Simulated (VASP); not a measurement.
Here is a VASP 6.6.1 calculation.

The input INCAR:

```
SYSTEM = W
PREC = Accurate
ENCUT = 600
EDIFF = 1E-8
ISMEAR = 0
SIGMA = 0.1
LREAL = .FALSE.
LASPH = .TRUE.
NELM = 100
ALGO = Fast
ISIF = 3
LWAVE = .FALSE.
LCHARG = .FALSE.
GGA = PE
IBRION = 6
NFREE = 2
POTIM = 0.015
NSW = 1
```

The input KPOINTS:

```
Automatic mesh
0
G
  12 12 12
  0 0 0
```

POSCAR

```
W
1.0
   -1.5923055280      1.5923055280      1.5923055280
    1.5923055280     -1.5923055280      1.5923055280
    1.5923055280      1.5923055280     -1.5923055280
W
1
Direct
    0.0000000000      0.0000000000      0.0000000000
```

Potentials or basis: VASP PAW PBE potentials, release 64 (W_sv).

Launch:

```bash
$ cat potpaw_PBE.64/W_sv/POTCAR > POTCAR
$ mpirun -np 1 vasp_std > vasp.out
```

Problem. Predict the elastic constants C11, C12, C44.

Solution. 514, 200, 121 GPa.

Problem. Estimate the Voigt bulk modulus.

Solution. 305 GPa.

Clamped-ion elastic tensor (GPa):
```
514 200 200   0   0   0
200 514 200   0   0   0
200 200 514   0   0   0
  0   0   0 121   0   0
  0   0   0   0 121   0
  0   0   0   0   0 121
```
